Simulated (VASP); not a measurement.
# TiAl (scan) (P-6m2) in VASP: notebook

Runs on TiAl (scan). Level: r2SCAN. Tasks: single point.

Everything below comes from runs of VASP 6.6.1. Logs are shortened: lines on timing, memory, paths and dates and some standing lists are left out, and cuts for length are marked.

### Step 1. The cell of the first run

It takes space group P-6m2 (No. 187, hexagonal). Conventional cell: a = 2.867 Å, b = 2.867 Å, c = 4.678 Å, α = 90.00°, β = 90.00°, γ = 120.00°. Ti (site symmetry -6m2) has 6 Al at 2.87 Å and 6 Ti at 2.87 Å within 3.8 Å. Within 3.8 Å of Al (site symmetry -6m2) lie 6 Ti at 2.87 Å and 6 Al at 2.87 Å.

### Step 2. Single point, r2SCAN

POSCAR

```
TiAl
1.0
    2.8672622300      0.0000000000      0.0000000000
   -1.4336311200      2.4831219300      0.0000000000
    0.0000000000      0.0000000000      4.6780830000
Ti Al
1 1
Direct
    0.0000000000      0.0000000000      0.0000000000
    0.3333333300      0.6666666700      0.5000000000
```

INCAR.step1

```
ALGO = Normal
EDIFF = 1E-4
ENCUT = 520
GGA = PE
ISMEAR = 0
LASPH = True
LCHARG = False
LREAL = False
LWAVE = True
NBANDS = 14
NELM = 80
PREC = Accurate
SIGMA = 0.1
```

INCAR.step2

```
ALGO = Normal
EDIFF = 1E-6
ENCUT = 520
ISIF = 2
ISMEAR = 0
ISTART = 1
LASPH = True
LCHARG = False
LMIXTAU = True
LREAL = False
LWAVE = False
METAGGA = R2SCAN
NBANDS = 14
NELM = 80
PREC = Accurate
SIGMA = 0.1
```

KPOINTS

```
k-points
0
Gamma
  9 9 4
```

Potentials or basis: VASP PAW PBE potentials, release 64 (Ti_sv, Al).

Launch:

```sh
cat potpaw_PBE.64/Ti_sv/POTCAR potpaw_PBE.64/Al/POTCAR > POTCAR
cp INCAR.step1 INCAR
mpirun -np 1 vasp_std > vasp.out
cp INCAR.step2 INCAR
mpirun -np 1 vasp_std > vasp.out
```

OUTCAR:

```text
EDIFF = 1E-6
   ENCUT = 520
   ISIF = 2
   ISMEAR = 0
   ISTART = 1
   LASPH = True
   LREAL = False
   METAGGA = R2SCAN
   NELM = 80
   PREC = Accurate

 ion  position               nearest neighbor table
   1  0.000  0.000  0.000-   2 2.87   2 2.87   2 2.87   2 2.87   2 2.87   2 2.87
   2  0.333  0.667  0.500-   1 2.87   1 2.87   1 2.87   1 2.87   1 2.87   1 2.87

  LATTYP: Found a hexagonal cell.
 ALAT       =     2.8672622300
 C/A-ratio  =     1.6315504564

  Lattice vectors:

 A1 = (   2.8672622300,   0.0000000000,   0.0000000000)
 A2 = (  -1.4336311200,   2.4831219300,   0.0000000000)
 A3 = (   0.0000000000,   0.0000000000,   4.6780830000)

Analysis of symmetry for initial positions (statically):
=====================================================================
 Subroutine PRICEL returns:
 Original cell was already a primitive cell.

 Routine SETGRP: Setting up the symmetry group for a
 hexagonal supercell.

 Subroutine GETGRP returns: Found 12 space group operations
 (whereof 12 operations were pure point group operations)
 out of a pool of 24 trial point group operations.

The static configuration has the point symmetry D_3h.

Analysis of symmetry for dynamics (positions and initial velocities):
=====================================================================
 Subroutine PRICEL returns:
 Original cell was already a primitive cell.

 Routine SETGRP: Setting up the symmetry group for a
 hexagonal supercell.

 Subroutine GETGRP returns: Found 12 space group operations
 (whereof 12 operations were pure point group operations)
 out of a pool of 24 trial point group operations.

The dynamic configuration has the point symmetry D_3h.

 Subroutine INISYM returns: Found 12 space group operations
 (whereof 12 operations are pure point group operations),
 and found     1 'primitive' translations

----------------------------------------------------------------------------------------

                                     Primitive cell

  volume of cell :      33.3068

  direct lattice vectors                    reciprocal lattice vectors
     2.867262230  0.000000000  0.000000000     0.348764752  0.201359424  0.000000000
    -1.433631120  2.483121930  0.000000000     0.000000000  0.402718847  0.000000000
     0.000000000  0.000000000  4.678083000     0.000000000  0.000000000  0.213762774

  length of vectors
     2.867262230  2.867262232  4.678083000     0.402718847  0.402718847  0.213762774

  position of ions in fractional coordinates (direct lattice)
     0.000000000  0.000000000  0.000000000
     0.333333330  0.666666670  0.500000000

  ion indices of the primitive-cell ions
   primitive index   ion index
                 1           1
                 2           2

----------------------------------------------------------------------------------------

 KPOINTS: k-points

Automatic generation of k-mesh.
 Grid dimensions read from file:
 generate k-points for:    9    9    4

 Generating k-lattice:

  Cartesian coordinates                     Fractional coordinates (reciprocal lattice)
     0.038751639  0.022373269  0.000000000     0.111111111  0.000000000  0.000000000
     0.000000000  0.044746539  0.000000000     0.000000000  0.111111111  0.000000000
     0.000000000  0.000000000  0.053440694     0.000000000  0.000000000  0.250000000

  Length of vectors
     0.044746539  0.044746539  0.053440694

  Shift w.r.t. Gamma in fractional coordinates (k-lattice)
     0.000000000  0.000000000  0.000000000

 Subroutine IBZKPT returns following result:
 ===========================================

 Found     36 irreducible k-points:

 Following reciprocal coordinates:
            Coordinates               Weight
  0.000000  0.000000  0.000000      1.000000
  0.111111  0.000000  0.000000      6.000000
  0.222222  0.000000  0.000000      6.000000
  0.333333  0.000000  0.000000      6.000000
  0.444444  0.000000  0.000000      6.000000
  0.111111  0.111111  0.000000      6.000000
[... 16 lines left out ...]
  0.333333  0.222222  0.250000     24.000000
  0.333333  0.333333  0.250000      4.000000
 [... further k-points ...]
   k-points           NKPTS =     36   k-points in BZ     NKDIM =     36   number of bands    NBANDS=     14
   number of dos      NEDOS =    301   number of ions     NIONS =      2
   total plane-waves  NPLWV =  20736
   dimension x,y,z NGX =    24 NGY =   24 NGZ =   36
   dimension x,y,z NGXF=    48 NGYF=   48 NGZF=   72
   ions per type =               1   1
   NGX,Y,Z   is equivalent  to a cutoff of  13.92, 13.92, 12.79 a.u.
   NGXF,Y,Z  is equivalent  to a cutoff of  27.83, 27.83, 25.59 a.u.
 SYSTEM =  unknown system
   PREC   = accura    normal or accurate (medium, high low for compatibility)
   ISTART =      1    job   : 0-new  1-cont  2-samecut
   ICHARG =      0    charge: 1-file 2-atom 10-const
   ISPIN  =      1    spin polarized calculation?
   LNONCOLLINEAR =      F non collinear calculations
   LSORBIT =      F    spin-orbit coupling
   LASPH  =      T    aspherical Exc in radial PAW
   ENCUT  =  520.0 eV  38.22 Ry    6.18 a.u.   5.33  5.33  8.70*2*pi/ulx,y,z
   NELM   =     80;   NELMIN=  2; NELMDL=  0     # of ELM steps
   EDIFF  = 0.1E-05   stopping-criterion for ELM
   LREAL  =      F    real-space projection
   EDIFFG = 0.1E-04   stopping-criterion for IOM
   NSW    =      0    number of steps for IOM
   IBRION =     -1    ionic relax: 0-MD 1-quasi-New 2-CG
   NFREE  =      0    steps in history (QN), initial steepest desc. (CG)
   ISIF   =      2    stress and relaxation
   ISYM   =      2    0-nonsym 1-usesym 2-fastsym
   POTIM  = 0.5000    time-step for ionic-motion
   TEBEG  =    0.0;   TEEND  =   0.0 temperature during run
   PSTRESS=    0.0 pullay stress
   NELECT =      15.0000    total number of electrons
   NUPDOWN=      -1.0000    fix difference up-down
   EMIN   =  10.00;   EMAX   =-10.00  energy-range for DOS
   EFERMI =   0.00;   METHOD = LEGACY
   ISMEAR =     0;   SIGMA  =   0.10  broadening in eV -4-tet -1-fermi 0-gaus
   EFERMI_NEDOS =   21; number of points for ismear=-14 and -15
   IALGO  =     38    algorithm
   IMIX   =      4    mixing-type and parameters
     AMIX     =   0.40;   BMIX     =  1.00
     AMIX_MAG =   1.60;   BMIX_MAG =  1.00
  volume/ion in A,a.u.               =      16.65       112.38
  Fermi-wavevector in a.u.,A,eV,Ry     =   1.254857  2.371335 21.424622  1.574665
  Thomas-Fermi vector in A             =   2.388641
   LORBIT       =      0    0 simple, 1 ext, 2 COOP (PROOUT), +10 PAW based schemes
   METAGGA = R2SCAN    functional components
   LHFCALC =     F    Hartree Fock is set to
   AEXX    =    0.0000 exact exchange contribution
   IVDW    =     0    specifies the selected vdW correction
   LEPSILON=     F    determine dielectric tensor
   LRPA    =     F    only Hartree local field effects (RPA)
 non-spin polarized calculation
 Gauss-broadening in eV      SIGMA  =   0.10
  energy-cutoff  :      520.00
  volume of cell :       33.31
 maximum number of plane-waves:       917
 NGX is ok and might be reduce to    24
   NGX = 11   NGY = 11   NGZ = 17

 number of electron      15.0000001 magnetization

 Free energy of the ion-electron system (eV)
  ---------------------------------------------------
  ext. energy  EPLUGINS =         0.00000000
  ---------------------------------------------------
  free energy    TOTEN  =       -20.24639246 eV

  energy without entropy =      -20.23439187  energy(sigma->0) =      -20.24039216

 E-fermi :   7.8761     XC(G=0): -11.7477

 val. band max:        7.8673073551   @ k =   0.3333   0.3333   0.2500
 cond. band min:       7.8877977669   @ k =   0.2222   0.1111   0.5000
 fundamental gap:      0.0204904118
 Fermi energy:         7.8760738530

 k-point     1 :       0.0000    0.0000    0.0000
  band No.  band energies     occupation
      1     -51.0080      2.00000
      2     -26.2900      2.00000
      3     -25.8488      2.00000
      4     -25.8488      2.00000
      5      -1.6232      2.00000
      6       5.4172      2.00000
      7       5.7450      2.00000
      8       9.2900      0.00000
      9       9.2900      0.00000
     10      10.9152      0.00000
     11      10.9152      0.00000
     12      12.0510      0.00000
     13      21.4911      0.00000
     14      21.4911      0.00000

 k-point     2 :       0.1111    0.0000    0.0000
  band No.  band energies     occupation
      1     -50.9963      2.00000
      2     -26.2785      2.00000
      3     -25.9214      2.00000
      4     -25.8650      2.00000
      5      -1.2993      2.00000
      6       5.7549      2.00000
      7       5.8084      2.00000
      8       8.9858      0.00000
      9       9.5461      0.00000
     10      10.8287      0.00000
     11      10.9673      0.00000
     12      12.1232      0.00000
     13      18.1802      0.00000
     14      19.7744      0.00000

 k-point     3 :       0.2222    0.0000    0.0000
  band No.  band energies     occupation
      1     -50.9667      2.00000
      2     -26.2494      2.00000
      3     -26.1026      2.00000
      4     -25.9059      2.00000
      5      -0.3474      2.00000
      6       5.9714      2.00000
      7       6.5465      2.00000
      8       8.3526      0.00000
      9      10.2501      0.00000
     10      10.6159      0.00000
     11      11.1647      0.00000
     12      12.2550      0.00000
     13      14.5760      0.00000
     14      18.1467      0.00000

 k-point     4 :       0.3333    0.0000    0.0000
  band No.  band energies     occupation
      1     -50.9329      2.00000
      2     -26.3045      2.00000
      3     -26.2161      2.00000
      4     -25.9522      2.00000
      5       1.1770      2.00000
      6       6.1610      2.00000
      7       6.8097      2.00000
      8       7.7648      1.88448
      9      10.3839      0.00000
     10      11.1890      0.00000
     11      11.5641      0.00000
     12      11.8157      0.00000
     13      13.0396      0.00000
     14      16.9696      0.00000

 k-point     5 :       0.4444    0.0000    0.0000
  band No.  band energies     occupation
      1     -50.9106      2.00000
      2     -26.4340      2.00000
      3     -26.1943      2.00000
      4     -25.9821      2.00000
      5       3.1480      2.00000
      6       5.6047      2.00000
      7       6.2870      2.00000
      8       6.9245      2.00000
      9      10.2378      0.00000
     10      11.9371      0.00000
     11      12.0083      0.00000
[... 276 lines left out ...]
 k-point    22 :       0.2222    0.2222    0.2500
  band No.  band energies     occupation
      1     -50.9179      2.00000
      2     -26.3133      2.00000
      3     -26.2028      2.00000
      4     -26.0540      2.00000
      5       2.2787      2.00000
      6       6.1073      2.00000
      7       7.3116      2.00000
      8       7.8409      1.38094
      9       8.9550      0.00000
     10      10.2875      0.00000
     11      11.1407      0.00000
     12      12.5471      0.00000
     13      13.5195      0.00000
     14      16.4593      0.00000

 k-point    23 :       0.3333    0.2222    0.2500
  band No.  band energies     occupation
      1     -50.9008      2.00000
      2     -26.3582      2.00000
      3     -26.1859      2.00000
      4     -26.1332      2.00000
      5       4.1337      2.00000
      6       6.0726      2.00000
      7       7.0161      2.00000
      8       7.4233      2.00000
      9       8.2665      0.00000
     10      10.5577      0.00000
     11      10.7792      0.00000
     12      12.2569      0.00000
     13      13.8065      0.00000
     14      15.2929      0.00000

 k-point    24 :       0.3333    0.3333    0.2500
  band No.  band energies     occupation
      1     -50.8949      2.00000
      2     -26.2703      2.00000
      3     -26.2653      2.00000
      4     -26.1800      2.00000
      5       5.8410      2.00000
      6       6.0061      2.00000
      7       6.2153      2.00000
      8       7.2405      2.00000
      9       7.8673      1.09867
     10      10.5565      0.00000
     11      10.7216      0.00000
     12      11.5879      0.00000
     13      14.9858      0.00000
     14      15.0842      0.00000

 [... further k-points ...]

------------------------ aborting loop because EDIFF is reached ----------------------------------------

  FORCE on cell =-STRESS in cart. coord.  units (eV):
  Direction    XX          YY          ZZ          XY          YZ          ZX
  --------------------------------------------------------------------------------------
  -------------------------------------------------------------------------------------
  Total       -0.1219246     -0.1219246     -0.4047476      0.0000000      0.0000000     -0.0000000
  in kB       -5.8650047     -5.8650047    -19.4697992      0.0000000      0.0000000     -0.0000000
  external PRESSURE =     -10.3999362 kB  Pullay stress =       0.0000000 kB

 VOLUME and BASIS-vectors are now :
 -----------------------------------------------------------------------------
  energy-cutoff  :      520.00
  volume of cell :       33.31
      direct lattice vectors                 reciprocal lattice vectors
     2.867262230  0.000000000  0.000000000     0.348764752  0.201359424  0.000000000
    -1.433631120  2.483121930  0.000000000     0.000000000  0.402718847  0.000000000
     0.000000000  0.000000000  4.678083000     0.000000000  0.000000000  0.213762774

 POSITION                                       TOTAL-FORCE (eV/Angst)
 -----------------------------------------------------------------------------------
      0.00000      0.00000      0.00000        -0.000000     -0.000000      0.000000
     -0.00000      1.65541      2.33904         0.000000      0.000000      0.000000
 -----------------------------------------------------------------------------------
    total drift:                               -0.000002      0.000001      0.000000

  FREE ENERGIE OF THE ION-ELECTRON SYSTEM (eV)
  ---------------------------------------------------
  free  energy   TOTEN  =       -20.2463924624 eV

  energy  without entropy=      -20.2343918656  energy(sigma->0) =      -20.24039216
```

It took 26 s on 1 thread of Intel Xeon 6975P-C (Granite Rapids), shared host; peak memory 0.16 GiB.

What came out:

```
Free energy : -20.2464 eV
Pressure    : -1.0 GPa
```

Stress tensor (GPa, compression positive):
```
-0.59  0.00  0.00
 0.00 -0.59  0.00
 0.00  0.00 -1.95
```

Caveat: the PAW data sets were made with another functional, which shifts forces and pressure a little.

### Step 3. Single point, r2SCAN

This run uses another cell than the first one, of 16.51 Å³/atom, 0.991 times its volume.

POSCAR

```
TiAl
1.0
    2.8682775243      0.0000000029      0.0000000000
   -1.4341387646      2.4840011997      0.0000000000
    0.0000000000      0.0000000000      4.6337112595
Ti Al
1 1
Direct
    0.0000000000      0.0000000000      0.0000000000
    0.3333333333      0.6666666667      0.5000000000
```

Changes to INCAR.step1 since step 2:

```diff
@@ -10,3 +10,3 @@
 NBANDS = 14
-NELM = 80
+NELM = 100
 PREC = Accurate
```

Changes to INCAR.step2 since step 2:

```diff
@@ -13,3 +13,3 @@
 NBANDS = 14
-NELM = 80
+NELM = 100
 PREC = Accurate
```

KPOINTS

```
k-points
0
Gamma
  18 18 10
```

Potentials or basis: VASP PAW PBE potentials, release 64 (Ti_sv, Al).

Launch:

```sh
cat potpaw_PBE.64/Ti_sv/POTCAR potpaw_PBE.64/Al/POTCAR > POTCAR
cp INCAR.step1 INCAR
mpirun -np 1 vasp_std > vasp.out
cp INCAR.step2 INCAR
mpirun -np 1 vasp_std > vasp.out
```

Run time: 2.3 min. Hardware: 1 thread of Intel Xeon 6975P-C (Granite Rapids), shared host; peak memory 0.24 GiB.

Results (log left out):

```
Free energy : -20.2420 eV
Pressure    : 0.1 GPa
```

Levels at points of the mesh, in eV from the Fermi level:
```csv
k point,band 5,band 6,band 7,band 8,band 9,band 10
"(0.00, 0.00, 0.00)",-9.47,-2.39,-2.01,1.44,1.44,3.07
"(0.50, 0.00, 0.00)",-3.95,-3.01,-1.55,-1.00,2.36,4.21
"(0.00, 0.00, 0.50)",-8.50,-5.63,-0.38,1.46,1.46,2.98
"(0.50, 0.00, 0.50)",-3.84,-2.56,-1.91,0.41,1.08,2.14
```

Caveat: the PAW data sets were made with another functional, which shifts forces and pressure a little.
